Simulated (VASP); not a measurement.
Here is a VASP 6.6.1 calculation.

File INCAR:

```
SYSTEM = Ru
ALGO     = Normal         ! electronic algorithm
EDIFF    = 1E-6           ! SCF threshold, eV
ENCUT    = 520            ! plane-wave cutoff, eV
GGA      = PE             ! functional
ISIF     = 2              ! what is computed and relaxed
ISMEAR   = -1             ! smearing method
LASPH    = .TRUE.         ! aspherical terms in the spheres
LCHARG   = .FALSE.        ! write CHGCAR
LREAL    = .FALSE.        ! projectors in reciprocal space
LWAVE    = .FALSE.        ! write WAVECAR
NBANDS   = 13             ! bands
NELM     = 60             ! most SCF steps
PREC     = Accurate       ! precision mode
SIGMA    = 0.06122561905347299 ! smearing width, eV
```

The input KPOINTS:

```
k-points
0
G
  17 17 17
  0 0 0
```

POSCAR

```
Ru
1.0
    0.0000000000      1.8799059224      1.8799059224
    1.8799059224      0.0000000000      1.8799059224
    1.8799059224      1.8799059224      0.0000000000
Ru
1
Direct
    0.0000000000      0.0000000000      0.0000000000
```

Potentials or basis: VASP PAW PBE potentials, release 64 (Ru_pv).

Command:

```bash
$ cat potpaw_PBE.64/Ru_pv/POTCAR > POTCAR
$ mpirun -np 1 vasp_std > vasp.out
```

(1) Predict the pressure.

(2) Estimate the band gap on the k mesh.

Answers

(1) 13.7 GPa.

(2) zero (bands 7 and 8 overlap by 3.58 eV).

Caveat: the cell stands under pressure.
